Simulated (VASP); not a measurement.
Set up this calculation in VASP 6.6.1, as the native input.

| Property | Result |
| --- | --- |
| Task | relaxation of cell and atoms |
| Functional | PBE |
| Potentials or basis | VASP PAW PBE potentials, release 64 (Hf_pv, Ti_sv, N) |
| Cutoff | 600 eV |
| k mesh | 8 × 8 × 8 |
| Occupations | gaussian, width 0.1 eV |
| Spin | no spin polarisation |
| Dipole correction | no |
| Further INCAR settings | ALGO = Normal; EDIFF = 1e-07; IBRION = 2; EDIFFG = -0.01; NSW = 100; ISIF = 3 |

The structure of Hf3TiN4 lies in POSCAR:

```
Hf3TiN4
1.0
    4.4904644290      0.0000000000      0.0000000000
    0.0000000000      4.4904644290      0.0000000000
    0.0000000000      0.0000000000      4.4904644290
Hf Ti N
3 1 4
Direct
    0.5000000000      0.0000000000      0.0000000000
    0.0000000000      0.0000000000      0.5000000000
    0.0000000000      0.5000000000      0.0000000000
    0.5000000000      0.5000000000      0.5000000000
    0.0000000000      0.5000000000      0.5000000000
    0.5000000000      0.5000000000      0.0000000000
    0.0000000000      0.0000000000      0.0000000000
    0.5000000000      0.0000000000      0.5000000000
```

One way to write it, as run:

INCAR

```
SYSTEM = Hf3TiN4
PREC = Accurate
ENCUT = 600
EDIFF = 1E-7
ISMEAR = 0
SIGMA = 0.1
LREAL = .False.
LASPH = .True.
NELM = 100
ALGO = Normal
ISIF = 3
LWAVE = .False.
LCHARG = .False.
GGA = PE
IBRION = 2
NSW = 100
EDIFFG = -0.01
```

KPOINTS

```
regular mesh
0
Gamma
  8 8 8
  0 0 0
```

Potentials or basis: VASP PAW PBE potentials, release 64 (Hf_pv, Ti_sv, N).

Run with:

```console
$ cat potpaw_PBE.64/Hf_pv/POTCAR potpaw_PBE.64/Ti_sv/POTCAR potpaw_PBE.64/N/POTCAR > POTCAR
$ mpirun -np 1 vasp_std > vasp.out
```

It gave:

The relaxed volume is 11.24 Å³/atom and the relaxed cell is a = 4.480 Å, b = 4.480 Å, c = 4.480 Å, α = 90.00°, β = 90.00°, γ = 90.00°. The space group after relaxing (to 0.1 Å) is Pm-3m (No. 221) and the energy gained by relaxing is 0.5 meV/atom. The ionic steps are 3, the pressure after relaxing is 0.0 GPa and the band gap on the k mesh is zero (bands 31 and 32 overlap by 4.04 eV).

Caveat: spin-orbit coupling is left out, which moves the levels of the heavy elements.

Run time: 5.3 min on 1 thread of Intel(R) Xeon(R) Platinum 8488C (Sapphire Rapids) (shared host), peak memory 0.29 GiB.
